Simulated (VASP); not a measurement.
Wanted: the native input for a VASP 6.6.1 run.

```
Task                   : single point
Functional             : r2SCAN
Potentials or basis    : VASP PAW PBE potentials, release 64 (Cu)
Cutoff                 : 520 eV
k mesh                 : 24 × 24 × 12
Occupations            : gaussian, width 0.1 eV
Spin                   : no spin polarisation
Dipole correction      : no
Further INCAR settings : ALGO = Normal; EDIFF = 1e-07; NBANDS = 18
```

Crystal: Cu.

```
CELL_PARAMETERS angstrom
2.68233 0.00000 0.00000
-1.34117 2.32297 0.00000
0.00000 0.00000 4.37765
ATOMIC_POSITIONS crystal
Cu 0.33333 0.66667 0.25000
Cu 0.66667 0.33333 0.75000
```

This cell differs from its parent crystal: equal strain along all axes, cell held: +6.0 %.

One way to write it, as run:

POSCAR

```
Cu
1.0
    2.6823328785      0.0000000000      0.0000000000
   -1.3411664392      2.3229684142      0.0000000000
    0.0000000000      0.0000000000      4.3776468940
Cu
2
Direct
    0.3333333333      0.6666666667      0.2500000000
    0.6666666667      0.3333333333      0.7500000000
```

INCAR.step1

```
ALGO = Normal ; EDIFF = 1E-4
ENCUT = 520 ; GGA = PE
ISMEAR = 0 ; LASPH = True
LCHARG = False ; LREAL = False
LWAVE = True ; NBANDS = 18
NELM = 100 ; PREC = Accurate
SIGMA = 0.1
```

INCAR.step2

```
ALGO = Normal ; EDIFF = 1E-7
ENCUT = 520 ; ISIF = 2
ISMEAR = 0 ; ISTART = 1
LASPH = True ; LCHARG = False
LMIXTAU = True ; LREAL = False
LWAVE = False ; METAGGA = R2SCAN
NBANDS = 18 ; NELM = 100
PREC = Accurate ; SIGMA = 0.1
```

KPOINTS

```
k-points
0
Gamma
  24 24 12
```

Potentials or basis: VASP PAW PBE potentials, release 64 (Cu).

Command:

```console
$ cat potpaw_PBE.64/Cu/POTCAR > POTCAR
$ cp INCAR.step1 INCAR
$ mpirun -np 1 vasp_std > vasp.out
$ cp INCAR.step2 INCAR
$ mpirun -np 1 vasp_std > vasp.out
```

It gave:

```yaml
Pressure: -17.6 GPa
Band_gap_on_the_k_mesh: zero (bands 11 and 12 overlap by 5.75 eV)
```

Caveat: the cell differs from its parent crystal (equal strain along all axes, cell held: +6.0 %); the cell stands under tension; the PAW data sets were made with another functional, which shifts forces and pressure a little.

Run time: 6.5 min on 1 thread of Intel(R) Xeon(R) 6975P-C (Granite Rapids) (shared host), peak memory 0.28 GiB.
